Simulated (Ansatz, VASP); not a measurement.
One calculation of SiC, two programs

File INCAR:

```
SYSTEM = SiC
PREC = Accurate
ENCUT = 600
EDIFF = 1E-7
ISMEAR = 0
SIGMA = 0.1
LREAL = Auto
LASPH = .TRUE.
NELM = 60
ALGO = Normal
ISIF = 3
LWAVE = .FALSE.
LCHARG = .FALSE.
GGA = PE
IBRION = 2
NSW = 45
EDIFFG = -0.04
ISYM = 0
```

File KPOINTS:

```
regular mesh
0
G
  4 4 4
  0 0 0
```

POSCAR

```
SiC
1.0
    5.5599248948      0.1685184085     -0.2124316621
    0.1648612913      6.0813701946      0.0674007236
   -0.2120351842      0.0433390095      5.2184538829
Si C
8 8
Direct
    0.4029298822      0.1590201215      0.6853432246
    0.8984095019      0.9769291699      0.6784049294
    0.5432666060      0.4368114079      0.0740978217
    0.0063308818      0.7027506119      0.1442770684
    0.6245020051      0.4482212106      0.5538650428
    0.2100629907      0.2448683187      0.1371412189
    0.3664456889      0.8957041886      0.3052283286
    0.4160928061      0.7209372469      0.7546824159
    0.0806715721      0.2316896566      0.7845156808
    0.9843965618      0.4595906439      0.6399921654
    0.6873285217      0.9032227244      0.1599056225
    0.0671703205      0.6823597649      0.7784832129
    0.8084990914      0.2908767573      0.2503920310
    0.0116369644      0.4341089584      0.3415695619
    0.6143301890      0.9476267952      0.8751038390
    0.8105746924      0.0658256909      0.3276583530
```

Input for Ansatz:

```yaml
crystal:
  lattice:
    - [5.5599248948, 0.1685184085, -0.2124316621]
    - [0.1648612913, 6.0813701946, 0.0674007236]
    - [-0.2120351842, 0.0433390095, 5.2184538829]
  atoms:
    - { symbol: Si, position: [0.4029298822, 0.1590201215, 0.6853432246] }
    - { symbol: Si, position: [0.8984095019, 0.9769291699, 0.6784049294] }
    - { symbol: Si, position: [0.543266606, 0.4368114079, 0.0740978217] }
    - { symbol: Si, position: [0.0063308818, 0.7027506119, 0.1442770684] }
    - { symbol: Si, position: [0.6245020051, 0.4482212106, 0.5538650428] }
    - { symbol: Si, position: [0.2100629907, 0.2448683187, 0.1371412189] }
    - { symbol: Si, position: [0.3664456889, 0.8957041886, 0.3052283286] }
    - { symbol: Si, position: [0.4160928061, 0.7209372469, 0.7546824159] }
    - { symbol: C, position: [0.0806715721, 0.2316896566, 0.7845156808] }
    - { symbol: C, position: [0.9843965618, 0.4595906439, 0.6399921654] }
    - { symbol: C, position: [0.6873285217, 0.9032227244, 0.1599056225] }
    - { symbol: C, position: [0.0671703205, 0.6823597649, 0.7784832129] }
    - { symbol: C, position: [0.8084990914, 0.2908767573, 0.250392031] }
    - { symbol: C, position: [0.0116369644, 0.4341089584, 0.3415695619] }
    - { symbol: C, position: [0.614330189, 0.9476267952, 0.875103839] }
    - { symbol: C, position: [0.8105746924, 0.0658256909, 0.327658353] }
  symmetry: { detect: false }
basis:
  ecutwfc: 420
kpoints:
  mp_grid: { grid: [4, 4, 4] }
hamiltonian:
  xc: pbe
scf:
  occupations: { method: gaussian, width: 0.1 }
  lower_state_search: "off"
output:
  forces: true
  stress: true
  eigenvalues: true
relax:
  adjacent_minimum: "off"
  f_tol: 0.04
  max_steps: 25
  cell: { stress_tol: 0.3 }
```

Alike in both runs: task relaxation of cell and atoms; functional PBE; k mesh 4 × 4 × 4; occupations gaussian, width 0.1 eV; no spin polarisation.

```csv
,VASP,Ansatz
version,VASP 6.6.1,Ansatz 0.2.0
potentials or method,"VASP PAW PBE potentials, release 64 (Si, C), cutoff 600 eV","scalar-relativistic, plane waves, PAW"
valence electrons in the cell,64,64
```

Ansatz gave:

```
gap on the k mesh at the Fermi level, each at its own relaxed structure (eV)  : none
relaxed volume (Å³/atom)                                                      : 10.99
relaxed length of the cell vector where the two differ most in proportion (Å) : 6.082
```

Q: Estimate VASP's values.

A: gap on the k mesh at the Fermi level, each at its own relaxed structure (eV): none; relaxed volume (Å³/atom): 10.98; relaxed length of the cell vector where the two differ most in proportion (Å): 6.078.

A gap of «none» marks a metal or a gap that the smearing closes.
